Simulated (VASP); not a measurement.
# Y (P6_3/mmc) in VASP: further runs

Runs on Y. Level: PBE. Tasks: single point.

Everything below comes from runs of VASP 6.6.1. Logs are shortened: lines on timing, memory, paths and dates and some standing lists are left out, and cuts for length are marked.

### 1 The cell of the first run

Symmetry: P6_3/mmc, No. 194, hexagonal system. Conventional cell: a = 3.862 Å, b = 3.862 Å, c = 5.906 Å, α = 90.00°, β = 90.00°, γ = 120.00°. Within 4.9 Å of Y (site symmetry -6m2) lie 12 Y at 3.70 to 3.86 Å.

### 2 Single point, PBE (strained)

INCAR

```
PREC = Accurate
ENCUT = 520
EDIFF = 1E-7
ISMEAR = 0
SIGMA = 0.1
LREAL = F
LASPH = T
NELM = 60
ALGO = Fast
ISIF = 2
LWAVE = F
LCHARG = T
GGA = PE
LELF = T
LVHAR = T
NBANDS = 18
```

KPOINTS

```
regular mesh
0
Gamma
  15 15 8
```

POSCAR

```
Y
1.0
    3.8615334732      0.0000000000      0.0000000000
   -1.9307667366      3.3441860853      0.0000000000
    0.0000000000      0.0000000000      5.9055684480
Y
2
Direct
    0.3333333333      0.6666666667      0.2500000000
    0.6666666667      0.3333333333      0.7500000000
```

Potentials or basis: VASP PAW PBE potentials, release 64 (Y_sv).

Command:

```bash
$ cat potpaw_PBE.64/Y_sv/POTCAR > POTCAR
$ mpirun -np 1 vasp_std > vasp.out
```

OUTCAR:

```text
PREC = Accurate
   ENCUT = 520
   EDIFF = 1E-7
   ISMEAR = 0
   LREAL = F
   LASPH = T
   NELM = 60
   ISIF = 2
   GGA = PE

 ion  position               nearest neighbor table
   1  0.333  0.667  0.250-   2 3.70   2 3.70   2 3.70   2 3.70   2 3.70   2 3.70
   2  0.667  0.333  0.750-   1 3.70   1 3.70   1 3.70   1 3.70   1 3.70   1 3.70

  LATTYP: Found a hexagonal cell.
 ALAT       =     3.8615334732
 C/A-ratio  =     1.5293324502

  Lattice vectors:

 A1 = (   3.8615334732,   0.0000000000,   0.0000000000)
 A2 = (  -1.9307667366,   3.3441860853,   0.0000000000)
 A3 = (   0.0000000000,   0.0000000000,   5.9055684480)

Analysis of symmetry for initial positions (statically):
=====================================================================
 Subroutine PRICEL returns:
 Original cell was already a primitive cell.

 Routine SETGRP: Setting up the symmetry group for a
 hexagonal supercell.

 Subroutine GETGRP returns: Found 24 space group operations
 (whereof 12 operations were pure point group operations)
 out of a pool of 24 trial point group operations.

The static configuration has the point symmetry D_3d.
 The point group associated with its full space group is D_6h.

Analysis of symmetry for dynamics (positions and initial velocities):
=====================================================================
 Subroutine PRICEL returns:
 Original cell was already a primitive cell.

 Routine SETGRP: Setting up the symmetry group for a
 hexagonal supercell.

 Subroutine GETGRP returns: Found 24 space group operations
 (whereof 12 operations were pure point group operations)
 out of a pool of 24 trial point group operations.

The dynamic configuration has the point symmetry D_3d.
 The point group associated with its full space group is D_6h.

 Subroutine INISYM returns: Found 24 space group operations
 (whereof 12 operations are pure point group operations),
 and found     1 'primitive' translations

----------------------------------------------------------------------------------------

                                     Primitive cell

  volume of cell :      76.2627

  direct lattice vectors                    reciprocal lattice vectors
     3.861533473  0.000000000  0.000000000     0.258964478  0.149513211  0.000000000
    -1.930766737  3.344186085  0.000000000     0.000000000  0.299026422  0.000000000
[... 78 lines left out ...]
   ICHARG =      2    charge: 1-file 2-atom 10-const
   ISPIN  =      1    spin polarized calculation?
   LNONCOLLINEAR =      F non collinear calculations
   LSORBIT =      F    spin-orbit coupling
   LASPH  =      T    aspherical Exc in radial PAW
   ENCUT  =  520.0 eV  38.22 Ry    6.18 a.u.   7.18  7.18 10.98*2*pi/ulx,y,z
   NELM   =     60;   NELMIN=  2; NELMDL= -5     # of ELM steps
   EDIFF  = 0.1E-06   stopping-criterion for ELM
   LREAL  =      F    real-space projection
   EDIFFG = 0.1E-05   stopping-criterion for IOM
   NSW    =      0    number of steps for IOM
   IBRION =     -1    ionic relax: 0-MD 1-quasi-New 2-CG
   NFREE  =      0    steps in history (QN), initial steepest desc. (CG)
   ISIF   =      2    stress and relaxation
   ISYM   =      2    0-nonsym 1-usesym 2-fastsym
   POTIM  = 0.5000    time-step for ionic-motion
   TEBEG  =    0.0;   TEEND  =   0.0 temperature during run
   PSTRESS=    0.0 pullay stress
   NELECT =      22.0000    total number of electrons
   NUPDOWN=      -1.0000    fix difference up-down
   EMIN   =  10.00;   EMAX   =-10.00  energy-range for DOS
   EFERMI =   0.00;   METHOD = LEGACY
   ISMEAR =     0;   SIGMA  =   0.10  broadening in eV -4-tet -1-fermi 0-gaus
   EFERMI_NEDOS =   21; number of points for ismear=-14 and -15
   IALGO  =     68    algorithm
   IMIX   =      4    mixing-type and parameters
     AMIX     =   0.40;   BMIX     =  1.00
     AMIX_MAG =   1.60;   BMIX_MAG =  1.00
  volume/ion in A,a.u.               =      38.13       257.32
  Fermi-wavevector in a.u.,A,eV,Ry     =   1.081712  2.044140 15.920196  1.170101
  Thomas-Fermi vector in A             =   2.217736
   LORBIT       =      0    0 simple, 1 ext, 2 COOP (PROOUT), +10 PAW based schemes
   GGA     = PE    functional components
   LHFCALC =     F    Hartree Fock is set to
   AEXX    =    0.0000 exact exchange contribution
   IVDW    =     0    specifies the selected vdW correction
   LEPSILON=     F    determine dielectric tensor
   LRPA    =     F    only Hartree local field effects (RPA)
 non-spin polarized calculation
 RMM-DIIS sequential band-by-band and
 Gauss-broadening in eV      SIGMA  =   0.10
  energy-cutoff  :      520.00
  volume of cell :       76.26
 maximum number of plane-waves:      2097
 NGX is ok and might be reduce to    30
   NGX = 15   NGY = 15   NGZ = 21

 number of electron      21.9999998 magnetization

 Free energy of the ion-electron system (eV)
  ---------------------------------------------------
  ext. energy  EPLUGINS =         0.00000000
  ---------------------------------------------------
  free energy    TOTEN  =       -12.69399719 eV

  energy without entropy =      -12.67093925  energy(sigma->0) =      -12.68246822

 E-fermi :   2.3042     XC(G=0):  -8.8702

 val. band max:        2.2922966256   @ k =   0.4000   0.2000   0.3750
 cond. band min:       2.3117071554   @ k =   0.2000   0.0667   0.0000
 fundamental gap:      0.0194105298
 Fermi energy:         2.3042303505

 k-point     1 :       0.0000    0.0000    0.0000
  band No.  band energies     occupation
      1     -40.7794      2.00000
      2     -40.7379      2.00000
      3     -20.9065      2.00000
      4     -20.6293      2.00000
      5     -20.6293      2.00000
      6     -20.5661      2.00000
[... 481 lines left out ...]
      5     -20.7288      2.00000
      6     -20.7265      2.00000
[... 10 lines left out ...]
     17       6.5226      0.00000
     18       6.9564      0.00000

 [... further k-points ...]
[... 5 lines left out ...]
  --------------------------------------------------------------------------------------
  -------------------------------------------------------------------------------------
  Total       -2.4273352     -2.4273352     -2.0603431      0.0000000      0.0000000      0.0000000
  in kB      -50.9950933    -50.9950933    -43.2850764      0.0000000      0.0000000      0.0000000
  external PRESSURE =     -48.4250877 kB  Pullay stress =       0.0000000 kB

 VOLUME and BASIS-vectors are now :
 -----------------------------------------------------------------------------
  energy-cutoff  :      520.00
  volume of cell :       76.26
      direct lattice vectors                 reciprocal lattice vectors
     3.861533473  0.000000000  0.000000000     0.258964478  0.149513211  0.000000000
    -1.930766737  3.344186085  0.000000000     0.000000000  0.299026422  0.000000000
     0.000000000  0.000000000  5.905568448     0.000000000  0.000000000  0.169331709

 POSITION                                       TOTAL-FORCE (eV/Angst)
 -----------------------------------------------------------------------------------
     -0.00000      2.22946      1.47639        -0.000000     -0.000000      0.000000
      1.93077      1.11473      4.42918         0.000000      0.000000      0.000000
 -----------------------------------------------------------------------------------
    total drift:                                0.000000     -0.000000      0.000000

  FREE ENERGIE OF THE ION-ELECTRON SYSTEM (eV)
  ---------------------------------------------------
  free  energy   TOTEN  =       -12.6939971910 eV

  energy  without entropy=      -12.6709392466  energy(sigma->0) =      -12.68246822
```

OSZICAR:

```text
N       E                     dE             d eps       ncg     rms          rms(c)
DAV:   1     0.870083537752E+02    0.87008E+02   -0.11056E+04  4876   0.113E+03
DAV:   2    -0.538438084677E+01   -0.92393E+02   -0.90934E+02  6086   0.255E+02
DAV:   3    -0.129951580774E+02   -0.76108E+01   -0.75348E+01  8608   0.423E+01
[... 18 lines left out ...]
RMM:  22    -0.126939965608E+02   -0.49219E-06   -0.46440E-06  5388   0.384E-03    0.111E-04
RMM:  23    -0.126939968007E+02   -0.23989E-06   -0.26219E-06  4403   0.271E-03    0.489E-04
RMM:  24    -0.126939969873E+02   -0.18662E-06   -0.20421E-06  3742   0.206E-03    0.641E-04
RMM:  25    -0.126939971004E+02   -0.11307E-06   -0.12160E-06  3828   0.171E-03    0.522E-04
RMM:  26    -0.126939971910E+02   -0.90592E-07   -0.96774E-07  3453   0.142E-03
   1 F= -.12693997E+02 E0= -.12682468E+02  d E =-.230579E-01
```

stdout:

```text
POSCAR found type information on POSCAR Y
 POSCAR found :  1 types and       2 ions
 scaLAPACK will be used
 LDA part: xc-table for (Slater+PW92), standard interpolation
[... 32 lines left out ...]
 num prob  num prob  num prob WARNING in EDDRMM: call to ZHEGV failed, returncode =   6  3     13
 num prob  num prob  num prob  num prob  num prob  num prob WARNING in EDDRMM: call to ZHEGV failed, returncode =   6  3     15
 num prob RMM:  25    -0.126939971004E+02   -0.11307E-06   -0.12160E-06  3828   0.171E-03    0.522E-04
 num prob  num prob  num prob  num prob  num prob  num prob  num prob  num prob  num prob  num prob  num prob WARNING in EDDRMM: call to ZHEGV failed, returncode =   8  4     16
 num prob  num prob  num prob  num prob  num prob  num prob  num prob  num prob  num prob RMM:  26    -0.126939971910E+02   -0.90592E-07   -0.96774E-07  3453   0.142E-03
```

It took 4.1 min on 1 thread of Intel Xeon 6975P-C (Granite Rapids), shared host; peak memory 0.34 GiB.

What came out:

| Property | Result |
| --- | --- |
| Free energy | -12.6940 eV |
| Pressure | -4.8 GPa |
| Band gap on the k mesh | zero (band 11 reaches 3.28 eV, above the bottom of band 12 at 1.83 eV) |

Stress tensor (GPa, compression positive):
```
-5.10  0.00  0.00
 0.00 -5.10  0.00
 0.00  0.00 -4.33
```

Caveat: the cell differs from its parent crystal (strained).

### 3 Single point, PBE (strained)

INCAR

```
SYSTEM = Y
PREC = Accurate
ENCUT = 520
EDIFF = 1E-6
ISMEAR = 0
SIGMA = 0.1
LREAL = .False.
LASPH = .True.
NELM = 100
ALGO = Fast
ISIF = 2
LWAVE = .False.
LCHARG = .False.
GGA = PE
NBANDS = 18
```

KPOINTS

```
Automatic mesh
0
Gamma
  15 15 8
  0 0 0
```

POSCAR

```
Y
1.0
    3.7541428807      0.0000000000      0.0000000000
   -1.8770714403      3.2511831041      0.0000000000
    0.0000000000      0.0000000000      5.8227484140
Y
2
Direct
    0.3333333333      0.6666666667      0.2500000000
    0.6666666667      0.3333333333      0.7500000000
```

Potentials or basis: VASP PAW PBE potentials, release 64 (Y_sv).

Command:

```bash
$ cat potpaw_PBE.64/Y_sv/POTCAR > POTCAR
$ mpirun -np 1 vasp_std > vasp.out
```

Wall time 3.3 min (1 thread of Intel Xeon Platinum 8488C (Sapphire Rapids), shared host); peak memory 0.31 GiB.

It converged, with:

| Property | Result |
| --- | --- |
| Free energy | -12.8233 eV |
| Pressure | -2.9 GPa |
| Band gap on the k mesh | zero (band 11 reaches 3.58 eV, above the bottom of band 12 at 2.13 eV) |

Stress tensor (GPa, compression positive):
```
-2.95  0.00  0.00
 0.00 -2.95  0.00
 0.00  0.00 -2.86
```

Levels at points of the mesh, in eV from the Fermi level:
```csv
k point,band 7,band 8,band 9,band 10,band 11,band 12,band 13,band 14,band 15,band 16
"(0.00, 0.00, 0.00)",-22.65,-22.61,-4.55,-1.72,0.75,1.66,1.66,2.02,2.23,2.23
"(0.00, 0.00, 0.50)",-22.69,-22.69,-3.19,-3.19,0.96,0.96,1.57,1.57,1.57,1.57
```

Caveat: the cell differs from its parent crystal (strained).

### 4 Single point, PBE (strained)

INCAR

```
PREC = Accurate ; ENCUT = 520
EDIFF = 1E-7 ; ISMEAR = 0
SIGMA = 0.1 ; LREAL = F
LASPH = T ; NELM = 100
ALGO = Fast ; ISIF = 2
LWAVE = F ; LCHARG = F
GGA = PE ; NBANDS = 18
```

KPOINTS

```
regular mesh
0
Gamma
  15 15 8
```

POSCAR

```
Y
1.0
    3.8516013953      0.0000000000      0.0000000000
   -1.9258006976      3.3355846535      0.0000000000
    0.0000000000      0.0000000000      5.8899355200
Y
2
Direct
    0.3333333333      0.6666666667      0.2500000000
    0.6666666667      0.3333333333      0.7500000000
```

Command:

```bash
$ cat potpaw_PBE.64/Y_sv/POTCAR > POTCAR
$ mpirun -np 1 vasp_std > vasp.out
```

Run time: 6.1 min. Hardware: 1 thread of Intel Xeon Platinum 8488C (Sapphire Rapids), shared host; peak memory 0.33 GiB.

It converged, with:

```
Free energy            : -12.7115 eV
Pressure               : -4.7 GPa
Band gap on the k mesh : zero (band 11 reaches 3.32 eV, above the bottom of band 12 at 1.86 eV)
```

Stress tensor (GPa, compression positive):
```
-4.91  0.00  0.00
 0.00 -4.91  0.00
 0.00  0.00 -4.13
```

Levels at points of the mesh, in eV from the Fermi level:
| k point | band 7 | band 8 | band 9 | band 10 | band 11 | band 12 | band 13 | band 14 | band 15 | band 16 |
| --- | --- | --- | --- | --- | --- | --- | --- | --- | --- | --- |
| (0.00, 0.00, 0.00) | -22.85 | -22.81 | -4.43 | -1.61 | 0.68 | 1.58 | 1.58 | 2.01 | 2.12 | 2.12 |
| (0.00, 0.00, 0.50) | -22.88 | -22.88 | -3.11 | -3.11 | 0.98 | 0.98 | 1.48 | 1.48 | 1.48 | 1.48 |

Caveat: the cell differs from its parent crystal (strained).

### 5 The runs side by side

```csv
cell,further INCAR settings,gap on the mesh (eV),pressure (GPa)
"a = 3.862, b = 3.862, c = 5.906 Å, angles 90.0, 90.0, 120.0°, 2 atoms",ALGO = Fast; EDIFF = 1e-07; NBANDS = 18,none,-4.8
"a = 3.754, b = 3.754, c = 5.823 Å, angles 90.0, 90.0, 120.0°, 2 atoms",ALGO = Fast; EDIFF = 1e-06; NBANDS = 18,none,-2.9
"a = 3.852, b = 3.852, c = 5.890 Å, angles 90.0, 90.0, 120.0°, 2 atoms",ALGO = Fast; EDIFF = 1e-07; NBANDS = 18,none,-4.7
```

Alike in all rows: task single point; level PBE; potentials or basis VASP PAW PBE potentials, release 64 (Y_sv); no spin polarisation; k mesh 15 × 15 × 8; cutoff (eV) 520; smearing gaussian 0.1 eV.

Absolute energies hang on the potentials; compare differences alone.
